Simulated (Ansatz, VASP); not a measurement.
## Two plane-wave programs on KYSe2

The input INCAR:

```
SYSTEM = KYSe2
  PREC = Accurate
  ENCUT = 520
  EDIFF = 1E-6
  ISMEAR = 0
  SIGMA = 0.01
  LREAL = .False.
  LASPH = .True.
  NELM = 100
  ALGO = Normal
  ISIF = 2
  LWAVE = .False.
  LCHARG = .False.
  GGA = PE
  NBANDS = 24
```

Contents of KPOINTS:

```
regular mesh
0
Gamma
  6 6 4
  0 0 0
```

POSCAR

```
KYSe2
1.0
    4.3388446479      0.0000000000      0.0000000000
    0.0000000000      4.3388446479      0.0000000000
    0.0000000000      0.0000000000      5.8879117469
K Se Y
1 2 1
Direct
    0.0000000000      0.0000000000      0.0000000000
    0.0000000000      0.0000000000      0.5000000000
    0.5000000000      0.5000000000      0.0000000000
    0.5000000000      0.5000000000      0.5000000000
```

Input for Ansatz:

```yaml
crystal:
  lattice:
    - [4.3388446479, 0.0, 0.0]
    - [0.0, 4.3388446479, 0.0]
    - [0.0, 0.0, 5.8879117469]
  atoms:
    - { symbol: K, position: [0.0, 0.0, 0.0] }
    - { symbol: Se, position: [0.0, 0.0, 0.5] }
    - { symbol: "Y", position: [0.5, 0.5, 0.5] }
    - { symbol: Se, position: [0.5, 0.5, 0.0] }
kpoints:
  mp_grid: { grid: [6, 6, 4] }
hamiltonian:
  xc: pbe
scf:
  occupations: { method: fixed }
  n_extra_bands: 5
output:
  forces: true
  stress: true
  eigenvalues: true
```

Alike in both runs: task single point; functional PBE; k mesh 6 × 6 × 4; no spin polarisation.

|  | VASP | Ansatz |
| --- | --- | --- |
| version | VASP 6.6.1 | Ansatz 0.2.0 |
| potentials or method | VASP PAW PBE potentials, release 64 (K_sv, Se, Y_sv) | plane waves, PAW |
| plane-wave cutoff (eV) | 520 | 420 |
| occupations | gaussian, width 0.01 eV | fixed |
| valence electrons in the cell | 32 | 52 |

VASP gave:

```
gap on the k mesh at the Fermi level (eV) : 0.21
pressure (GPa)                            : 0.1
```

Question: Estimate Ansatz's values.

Answer: gap on the k mesh at the Fermi level (eV): 0.22; pressure (GPa): 0.0.

VASP's potentials hold 32 valence electrons a cell and Ansatz's 52, so a difference there can come from the potentials and not from the codes.
